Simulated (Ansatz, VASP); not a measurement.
# One calculation of W, two programs

Contents of INCAR:

```
PREC     = Accurate       # precision mode
ENCUT    = 520            # plane-wave cutoff, eV
EDIFF    = 1E-7           # SCF threshold, eV
ISMEAR   = 0              # smearing method
SIGMA    = 0.15           # smearing width, eV
LREAL    = F              # projectors in reciprocal space
LASPH    = T              # aspherical terms in the spheres
NELM     = 80             # most SCF steps
ALGO     = Normal         # electronic algorithm
ISIF     = 2              # what is computed and relaxed
LWAVE    = F              # write WAVECAR
LCHARG   = F              # write CHGCAR
GGA      = PS             # functional
NBANDS   = 13             # bands
```

File KPOINTS:

```
Automatic mesh
0
Gamma
  20 20 20
```

The input POSCAR:

```
W
1.0
   -1.5174350000      1.5174350000      1.5174350000
    1.5174350000     -1.5174350000      1.5174350000
    1.5174350000      1.5174350000     -1.5174350000
W
1
Direct
    0.0000000000      0.0000000000      0.0000000000
```

Input for Ansatz:

```yaml
crystal:
  lattice:
    - [-1.517435, 1.517435, 1.517435]
    - [1.517435, -1.517435, 1.517435]
    - [1.517435, 1.517435, -1.517435]
  atoms:
    - { symbol: W, position: [0.0, 0.0, 0.0] }
basis:
  ecutwfc: 420
kpoints:
  mp_grid: { grid: [20, 20, 20] }
hamiltonian:
  xc: pbesol
scf:
  occupations: { method: gaussian, width: 0.15 }
output:
  forces: true
  stress: true
  eigenvalues: true
```

Change from the starting cell: strain -0.050 along x and y, -0.050 along z, atoms carried along.

Alike in both runs: task single point; functional PBEsol; k mesh 20 × 20 × 20; occupations gaussian, width 0.15 eV; no spin polarisation.

|  | VASP | Ansatz |
| --- | --- | --- |
| version | VASP 6.6.1 | Ansatz 0.2.0 |
| potentials or method | VASP PAW PBE potentials, release 64 (W_sv), cutoff 520 eV | scalar-relativistic, plane waves, PAW |
| valence electrons in the cell | 14 | 14 |

Ansatz gave:

```
gap on the k mesh at the Fermi level (eV) : none
pressure (GPa)                            : 47.4
```

Q: Which values does VASP return?

A: gap on the k mesh at the Fermi level (eV): none; pressure (GPa): 48.9.

VASP's potentials were made for PBE, not for PBEsol. A gap of «none» marks a metal or a gap that the smearing closes. Both programs put the cell under a high pressure, so it lies far from rest at this level. The functional is the same, so the differences come from potentials, cutoffs and numerics.

Neither program's run includes spin-orbit coupling.
